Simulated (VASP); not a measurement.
# InSb (P4/mmm) in VASP: notebook

The runs below take InSb through relaxation of cell and atoms, single point, with PBE.

Everything below comes from runs of VASP 6.6.1. Logs are shortened: lines on timing, memory, paths and dates and some standing lists are left out, and cuts for length are marked.

## 1. The cell of the first run

It takes space group P4/mmm (No. 123, tetragonal). The conventional cell has a = 4.457 Å, b = 4.457 Å, c = 9.661 Å, α = 90.00°, β = 90.00°, γ = 90.00°. In (site symmetry mmm) has 2 In at 2.23 Å within 2.9 Å. In (site symmetry 4/mmm) has 4 In at 2.23 Å within 2.9 Å. Within 3.5 Å of Sb (site symmetry 4mm) lie 1 Sb at 2.66 Å and 4 In at 3.11 Å. Within 3.5 Å of Sb (site symmetry 4/mmm) lie 2 Sb at 2.66 Å.

## 2. Relaxation of cell and atoms, PBE

Input file INCAR:

```
SYSTEM = InSb
PREC     = Accurate       ! precision mode
ENCUT    = 600            ! plane-wave cutoff, eV
EDIFF    = 1E-7           ! SCF threshold, eV
ISMEAR   = 0              ! smearing method
SIGMA    = 0.1            ! smearing width, eV
LREAL    = .FALSE.        ! projectors in reciprocal space
LASPH    = .TRUE.         ! aspherical terms in the spheres
NELM     = 80             ! most SCF steps
ALGO     = Normal         ! electronic algorithm
ISIF     = 3              ! what is computed and relaxed
LWAVE    = .FALSE.        ! write WAVECAR
LCHARG   = .FALSE.        ! write CHGCAR
GGA      = PE             ! functional
IBRION   = 2              ! ionic algorithm
NSW      = 90             ! ionic steps
EDIFFG   = -0.04          ! ionic threshold
```

Input file KPOINTS:

```
Automatic mesh
0
G
  4 4 2
  0 0 0
```

Input file POSCAR:

```
InSb
1.0
    4.4570755500      0.0000000000      0.0000000000
    0.0000000000      4.4570755500      0.0000000000
    0.0000000000      0.0000000000      9.6611807400
In Sb
3 3
Direct
    0.5000000000      0.0000000000      0.0000000000
    0.0000000000      0.5000000000      0.0000000000
    0.5000000000      0.5000000000      0.0000000000
    0.0000000000      0.0000000000      0.7755737100
    0.0000000000      0.0000000000      0.2244262900
    0.0000000000      0.0000000000      0.5000000000
```

Potentials or basis: VASP PAW PBE potentials, release 64 (In_d, Sb).

Launch:

```bash
$ cat potpaw_PBE.64/In_d/POTCAR potpaw_PBE.64/Sb/POTCAR > POTCAR
$ mpirun -np 1 vasp_std > vasp.out
```

OUTCAR:

```text
SYSTEM = InSb
   PREC = Accurate
   ENCUT = 600
   EDIFF = 1E-7
   ISMEAR = 0
   LREAL = .FALSE.
   LASPH = .TRUE.
   NELM = 80
   ISIF = 3
   GGA = PE
   IBRION = 2
   NSW = 90
   EDIFFG = -0.04

 ion  position               nearest neighbor table
   1  0.500  0.000  0.000-   3 2.23   3 2.23   5 3.11   4 3.11   4 3.11   5 3.11   2 3.15   2 3.15
                             2 3.15   2 3.15
   2  0.000  0.500  0.000-   3 2.23   3 2.23   5 3.11   4 3.11   5 3.11   4 3.11   1 3.15   1 3.15
                             1 3.15   1 3.15
   3  0.500  0.500  0.000-   1 2.23   2 2.23   1 2.23   2 2.23   4 3.83   4 3.83   5 3.83   5 3.83
                             4 3.83   5 3.83   4 3.83   5 3.83
   4  0.000  0.000  0.776-   6 2.66   2 3.11   1 3.11   2 3.11   1 3.11   3 3.83   3 3.83   3 3.83
                             3 3.83
   5  0.000  0.000  0.224-   6 2.66   2 3.11   1 3.11   2 3.11   1 3.11   3 3.83   3 3.83   3 3.83
                             3 3.83
   6  0.000  0.000  0.500-   4 2.66   5 2.66

  LATTYP: Found a simple tetragonal cell.
 ALAT       =     4.4570755500
 C/A-ratio  =     2.1676053348

  Lattice vectors:

 A1 = (   4.4570755500,   0.0000000000,   0.0000000000)
 A2 = (   0.0000000000,   4.4570755500,   0.0000000000)
 A3 = (   0.0000000000,   0.0000000000,   9.6611807400)

Analysis of symmetry for initial positions (statically):
=====================================================================
 Subroutine PRICEL returns:
 Original cell was already a primitive cell.

 Routine SETGRP: Setting up the symmetry group for a
 simple tetragonal supercell.

 Subroutine GETGRP returns: Found 16 space group operations
 (whereof 16 operations were pure point group operations)
 out of a pool of 16 trial point group operations.

The static configuration has the point symmetry D_4h.

Analysis of symmetry for dynamics (positions and initial velocities):
=====================================================================
 Subroutine PRICEL returns:
 Original cell was already a primitive cell.

 Routine SETGRP: Setting up the symmetry group for a
 simple tetragonal supercell.

 Subroutine GETGRP returns: Found 16 space group operations
 (whereof 16 operations were pure point group operations)
 out of a pool of 16 trial point group operations.

The dynamic configuration has the point symmetry D_4h.

 Subroutine INISYM returns: Found 16 space group operations
 (whereof 16 operations are pure point group operations),
 and found     1 'primitive' translations

----------------------------------------------------------------------------------------

                                     Primitive cell

  volume of cell :     191.9244

  direct lattice vectors                    reciprocal lattice vectors
     4.457075550  0.000000000  0.000000000     0.224362362  0.000000000  0.000000000
     0.000000000  4.457075550  0.000000000     0.000000000  0.224362362  0.000000000
     0.000000000  0.000000000  9.661180740     0.000000000  0.000000000  0.103507017

  length of vectors
     4.457075550  4.457075550  9.661180740     0.224362362  0.224362362  0.103507017

  position of ions in fractional coordinates (direct lattice)
     0.500000000  0.000000000  0.000000000
     0.000000000  0.500000000  0.000000000
     0.500000000  0.500000000  0.000000000
     0.000000000  0.000000000  0.775573710
     0.000000000  0.000000000  0.224426290
     0.000000000  0.000000000  0.500000000

  ion indices of the primitive-cell ions
   primitive index   ion index
                 1           1
                 2           2
                 3           3
                 4           4
                 5           5
                 6           6

----------------------------------------------------------------------------------------

 KPOINTS: Automatic mesh

Automatic generation of k-mesh.
 Grid dimensions read from file:
 generate k-points for:    4    4    2

 Generating k-lattice:

  Cartesian coordinates                     Fractional coordinates (reciprocal lattice)
     0.056090591  0.000000000  0.000000000     0.250000000  0.000000000  0.000000000
     0.000000000  0.056090591  0.000000000     0.000000000  0.250000000  0.000000000
     0.000000000  0.000000000  0.051753509     0.000000000  0.000000000  0.500000000

  Length of vectors
     0.056090591  0.056090591  0.051753509

  Shift w.r.t. Gamma in fractional coordinates (k-lattice)
     0.000000000  0.000000000  0.000000000

 Subroutine IBZKPT returns following result:
 ===========================================

 Found     12 irreducible k-points:

 Following reciprocal coordinates:
            Coordinates               Weight
  0.000000  0.000000  0.000000      1.000000
  0.250000  0.000000  0.000000      4.000000
  0.500000  0.000000  0.000000      2.000000
  0.250000  0.250000  0.000000      4.000000
  0.500000  0.250000  0.000000      4.000000
  0.500000  0.500000  0.000000      1.000000
  0.000000  0.000000  0.500000      1.000000
  0.250000  0.000000  0.500000      4.000000
  0.500000  0.000000  0.500000      2.000000
  0.250000  0.250000  0.500000      4.000000
  0.500000  0.250000  0.500000      4.000000
  0.500000  0.500000  0.500000      1.000000
   k-points           NKPTS =     12   k-points in BZ     NKDIM =     12   number of bands    NBANDS=     32
   number of dos      NEDOS =    301   number of ions     NIONS =      6
   total plane-waves  NPLWV = 103680
   dimension x,y,z NGX =    36 NGY =   36 NGZ =   80
   dimension x,y,z NGXF=    72 NGYF=   72 NGZF=  160
   ions per type =               3   3
   NGX,Y,Z   is equivalent  to a cutoff of  13.43, 13.43, 13.77 a.u.
   NGXF,Y,Z  is equivalent  to a cutoff of  26.86, 26.86, 27.53 a.u.
 SYSTEM =  InSb
   PREC   = accura    normal or accurate (medium, high low for compatibility)
   ISTART =      0    job   : 0-new  1-cont  2-samecut
   ICHARG =      2    charge: 1-file 2-atom 10-const
   ISPIN  =      1    spin polarized calculation?
   LNONCOLLINEAR =      F non collinear calculations
   LSORBIT =      F    spin-orbit coupling
   LASPH  =      T    aspherical Exc in radial PAW
   ENCUT  =  600.0 eV  44.10 Ry    6.64 a.u.   8.90  8.90 19.30*2*pi/ulx,y,z
   NELM   =     80;   NELMIN=  2; NELMDL= -5     # of ELM steps
   EDIFF  = 0.1E-06   stopping-criterion for ELM
   LREAL  =      F    real-space projection
   EDIFFG = -.4E-01   stopping-criterion for IOM
   NSW    =     90    number of steps for IOM
   IBRION =      2    ionic relax: 0-MD 1-quasi-New 2-CG
   NFREE  =      1    steps in history (QN), initial steepest desc. (CG)
   ISIF   =      3    stress and relaxation
   ISYM   =      2    0-nonsym 1-usesym 2-fastsym
   POTIM  = 0.5000    time-step for ionic-motion
   TEBEG  =    0.0;   TEEND  =   0.0 temperature during run
   PSTRESS=    0.0 pullay stress
   NELECT =      54.0000    total number of electrons
   NUPDOWN=      -1.0000    fix difference up-down
   EMIN   =  10.00;   EMAX   =-10.00  energy-range for DOS
   EFERMI =   0.00;   METHOD = LEGACY
   ISMEAR =     0;   SIGMA  =   0.10  broadening in eV -4-tet -1-fermi 0-gaus
   EFERMI_NEDOS =   21; number of points for ismear=-14 and -15
   IALGO  =     38    algorithm
   IMIX   =      4    mixing-type and parameters
     AMIX     =   0.40;   BMIX     =  1.00
     AMIX_MAG =   1.60;   BMIX_MAG =  1.00
  volume/ion in A,a.u.               =      31.99       215.86
  Fermi-wavevector in a.u.,A,eV,Ry     =   1.072744  2.027192 15.657303  1.150779
  Thomas-Fermi vector in A             =   2.208523
   LORBIT       =      0    0 simple, 1 ext, 2 COOP (PROOUT), +10 PAW based schemes
   GGA     = PE    functional components
   LHFCALC =     F    Hartree Fock is set to
   AEXX    =    0.0000 exact exchange contribution
   IVDW    =     0    specifies the selected vdW correction
   LEPSILON=     F    determine dielectric tensor
   LRPA    =     F    only Hartree local field effects (RPA)
 conjugate gradient relaxation of ions
 non-spin polarized calculation
 Gauss-broadening in eV      SIGMA  =   0.10
  energy-cutoff  :      600.00
  volume of cell :      191.92
 maximum number of plane-waves:      6464
 NGX is ok and might be reduce to    36
   NGX = 17   NGY = 17   NGZ = 39

--------------------------------------- Ionic step        1  -------------------------------------------

 number of electron      53.9999998 magnetization

 Free energy of the ion-electron system (eV)
  ---------------------------------------------------
  ext. energy  EPLUGINS =         0.00000000
  ---------------------------------------------------
  free energy    TOTEN  =        -8.61248555 eV

  energy without entropy =       -8.57472542  energy(sigma->0) =       -8.59360548

 E-fermi :   5.7115     XC(G=0):  -8.7829

 val. band max:        5.7052104019   @ k =   0.2500   0.2500   0.5000
 cond. band min:       5.7389181919   @ k =   0.5000   0.0000   0.0000
 fundamental gap:      0.0337077900
 Fermi energy:         5.7115329195

 k-point     1 :       0.0000    0.0000    0.0000
  band No.  band energies     occupation
      1     -13.6706      2.00000
      2     -12.8133      2.00000
      3     -12.5290      2.00000
      4     -11.7403      2.00000
      5     -11.7403      2.00000
      6     -10.1566      2.00000
[... 522 lines left out ...]
  FREE ENERGIE OF THE ION-ELECTRON SYSTEM (eV)
  ---------------------------------------------------
  free  energy   TOTEN  =       -16.5679980120 eV

  energy  without entropy=      -16.5472958428  energy(sigma->0) =      -16.55764693

[... ionic steps 4 to 14 ...]

--------------------------------------- Ionic step       15  -------------------------------------------

 number of electron      54.0000037 magnetization

------------------------ aborting loop because EDIFF is reached ----------------------------------------

  FORCE on cell =-STRESS in cart. coord.  units (eV):
  Direction    XX          YY          ZZ          XY          YZ          ZX
  --------------------------------------------------------------------------------------
  -------------------------------------------------------------------------------------
  Total       -0.4526637     -0.4526637     -0.5125265      0.0000000     -0.0000000      0.0000000
  in kB       -2.4476311     -2.4476311     -2.7713196      0.0000000     -0.0000000      0.0000000
  external PRESSURE =      -2.5555273 kB  Pullay stress =       0.0000000 kB
[... 65 lines left out ...]
  energy  without entropy=      -17.4430491253  energy(sigma->0) =      -17.46095113

--------------------------------------- Ionic step       17  -------------------------------------------

 number of electron      54.0000024 magnetization

 Free energy of the ion-electron system (eV)
  ---------------------------------------------------
  ext. energy  EPLUGINS =         0.00000000
  ---------------------------------------------------
  free energy    TOTEN  =       -17.48208662 eV

  energy without entropy =      -17.44590084  energy(sigma->0) =      -17.46399373

 E-fermi :   2.1636     XC(G=0):  -6.9568

 val. band max:        2.1340846439   @ k =   0.5000   0.0000   0.0000
 cond. band min:       2.1750896923   @ k =   0.0000   0.0000   0.5000
 fundamental gap:      0.0410050484
 Fermi energy:         2.1636166715

 k-point     1 :       0.0000    0.0000    0.0000
  band No.  band energies     occupation
      1     -13.0934      2.00000
      2     -12.9487      2.00000
      3     -12.7664      2.00000
      4     -12.7664      2.00000
      5     -12.7663      2.00000
      6     -12.2905      2.00000
[... 442 lines left out ...]
  FREE ENERGIE OF THE ION-ELECTRON SYSTEM (eV)
  ---------------------------------------------------
  free  energy   TOTEN  =       -17.4820866190 eV

  energy  without entropy=      -17.4459008447  energy(sigma->0) =      -17.46399373

 reached required accuracy - stopping structural energy minimisation
```

Wall time 23 min (1 thread of Intel Xeon 6975P-C, shared host); peak memory 0.37 GiB.

What came out:

```yaml
Free_energy: -17.4821 eV
Relaxed_volume: 48.92 Å³/atom
Relaxed_cell: a = 5.759 Å, b = 5.759 Å, c = 8.851 Å, α = 90.00°, β = 90.00°, γ = 90.00°
Space_group_after_relaxing_to_0.05_Å: P4/mmm (No. 123)
Energy_gained_by_relaxing: 1478.3 meV/atom
Ionic_steps: 17
Pressure_after_relaxing: -0.1 GPa
Largest_force_after_relaxing: 0.031 eV/Å
Band_gap_on_the_k_mesh: zero (band 27 reaches 2.90 eV, above the bottom of band 28 at 1.99 eV)
```

Forces in eV/Å, atoms in the order of the input:
```
In   0.000  0.000  0.000
In   0.000  0.000  0.000
In   0.000  0.000  0.000
Sb   0.000  0.000  0.031
Sb   0.000  0.000 -0.031
Sb   0.000  0.000  0.000
```

The path:
```csv
step,energy change (eV),largest force (eV/Å),pressure (GPa),volume (Å³)
1,0.0000,0.4036,27.67,191.92
2,-7.4458,0.0712,-2.55,382.21
3,-7.9555,0.3761,-0.22,298.94
4,-7.9745,0.2875,-1.42,321.97
5,-7.9913,0.3226,-1.07,313.94
6,-8.2422,1.2641,0.06,302.51
7,-8.2437,1.3547,0.18,301.62
8,-8.4099,1.2625,0.07,299.63
9,-8.7799,0.7806,0.20,293.14
10,-6.6144,6.7136,5.00,277.77
11,-8.7176,1.0604,0.45,292.44
12,-8.6322,0.0644,1.54,285.47
13,-8.7502,0.8928,0.69,290.28
14,-8.8630,0.0520,-0.39,297.42
15,-8.8664,0.0606,-0.26,296.31
16,-8.8664,0.0737,-0.24,296.19
17,-8.8696,0.0307,-0.05,293.51
```

Final structure:
```
In Sb
1.0
     5.75858    0.00000    0.00000
     0.00000    5.75858    0.00000
     0.00000    0.00000    8.85110
In Sb
3 3
Direct
  0.50000 0.00000 0.00000
  0.00000 0.50000 0.00000
  0.50000 0.50000 0.00000
  0.00000 0.00000 0.81761
  0.00000 0.00000 0.18239
  0.00000 0.00000 0.50000
```

Levels at points of the mesh, in eV from the Fermi level:
```csv
k point,band 25,band 26,band 27,band 28,band 29,band 30
"(0.00, 0.00, 0.00)",-0.60,-0.60,-0.17,-0.17,0.22,0.52
"(0.50, 0.00, 0.00)",-1.33,-0.94,-0.77,-0.11,-0.03,1.75
"(0.50, 0.50, 0.00)",-1.16,-1.01,-1.01,1.02,1.63,1.63
"(0.00, 0.00, 0.50)",-1.12,-0.12,0.01,0.01,0.44,1.16
"(0.50, 0.00, 0.50)",-1.33,-1.07,-0.07,0.96,1.21,1.54
"(0.50, 0.50, 0.50)",0.20,0.20,0.74,0.74,0.96,2.86
```

Caveat: the volume moved by over 15 % at a fixed basis, so the end points are rough; spin-orbit coupling is left out, which moves the levels of the heavy elements.

## 3. Single point, PBE

This run uses another cell than the first one, of 48.59 Å³/atom, 1.519 times its volume.

Input file INCAR:

```
SYSTEM = InSb
  PREC = Accurate
  ENCUT = 520
  EDIFF = 1E-6
  ISMEAR = 0
  SIGMA = 0.1
  LREAL = .FALSE.
  LASPH = .TRUE.
  NELM = 60
  ALGO = Normal
  ISIF = 2
  LWAVE = .FALSE.
  LCHARG = .FALSE.
  GGA = PE
  NBANDS = 36
```

Input file KPOINTS:

```
regular mesh
0
G
  8 8 4
  0 0 0
```

Input file POSCAR:

```
InSb
1.0
    5.8036245088      0.0000000000      0.0000000000
    0.0000000000      5.8036245088      0.0000000000
    0.0000000000      0.0000000000      8.6563105819
In Sb
3 3
Direct
    0.5000000000      0.0000000000      0.0000000000
    0.0000000000      0.5000000000      0.0000000000
    0.5000000000      0.5000000000      0.0000000000
    0.0000000000      0.0000000000      0.8179796296
    0.0000000000      0.0000000000      0.1820203704
    0.0000000000      0.0000000000      0.5000000000
```

Potentials or basis: VASP PAW PBE potentials, release 64 (In_d, Sb).

Launch:

```bash
$ cat potpaw_PBE.64/In_d/POTCAR potpaw_PBE.64/Sb/POTCAR > POTCAR
$ mpirun -np 1 vasp_std > vasp.out
```

Run time: 9.7 min. Hardware: 1 thread of Intel Xeon 6975P-C, shared host; peak memory 0.63 GiB.

It converged, with:

| Item | Value |
| --- | --- |
| Free energy | -17.4296 eV |
| Pressure | 0.0 GPa |
| Largest force | 0.012 eV/Å |
| Band gap on the k mesh | zero (band 27 reaches 3.10 eV, above the bottom of band 28 at 1.70 eV) |

Forces on the atoms (eV/Å):
```
In   0.000  0.000  0.000
In   0.000  0.000  0.000
In   0.000  0.000  0.000
Sb   0.000  0.000  0.012
Sb   0.000  0.000 -0.012
Sb   0.000  0.000  0.000
```

Levels at points of the mesh, in eV from the Fermi level:
```csv
k point,band 25,band 26,band 27,band 28,band 29,band 30
"(0.00, 0.00, 0.00)",-0.69,-0.69,-0.37,-0.37,0.22,0.43
"(0.50, 0.00, 0.00)",-1.28,-1.06,-0.91,-0.31,-0.14,1.61
"(0.50, 0.50, 0.00)",-1.22,-1.17,-1.17,1.07,1.50,1.50
"(0.00, 0.00, 0.50)",-1.36,-0.11,-0.06,-0.06,0.26,1.13
"(0.50, 0.00, 0.50)",-1.31,-1.28,-0.05,0.79,1.18,1.48
"(0.50, 0.50, 0.50)",0.21,0.21,0.54,0.54,1.00,2.85
```

Caveat: spin-orbit coupling is left out, which moves the levels of the heavy elements.
